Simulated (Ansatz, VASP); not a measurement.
**Au3C: VASP beside Ansatz**

```xyz
4
Lattice="2.9402 0.0000 0.0000 -1.4701 2.5463 0.0000 0.0000 0.0000 21.8975" Properties=species:S:1:pos:R:3 pbc="T T T"
Au    1.4701    0.8488    4.0000
Au    0.0000    1.6975    6.4492
Au    0.0000    0.0000    8.8975
C     3.9203   -2.2634   10.4475
```

Alike in both runs: task single point; functional PBE; k mesh 9 × 9 × 1; occupations gaussian, width 0.1 eV; no spin polarisation.

```csv
,VASP,Ansatz
version,VASP 6.6.1,Ansatz 0.2.0
potentials or method,"VASP PAW PBE potentials, release 64 (Au, C), cutoff 520 eV","scalar-relativistic, plane waves, PAW"
valence electrons in the cell,37,61
```

Ansatz gave:

- gap on the k mesh at the Fermi level (eV): none
- rms of the force components (eV/Å): 3.839

Which values does VASP return?

gap on the k mesh at the Fermi level (eV): none; rms of the force components (eV/Å): 4.013.

Atom by atom the forces differ by 0.175 eV/Å (rms over components). A gap of «none» marks a metal or a gap that the smearing closes. VASP's potentials hold 37 valence electrons a cell and Ansatz's 61, so a difference there can come from the potentials and not from the codes. Ansatz's warnings: xc potential rough in thin density.

Spin-orbit coupling is off throughout.
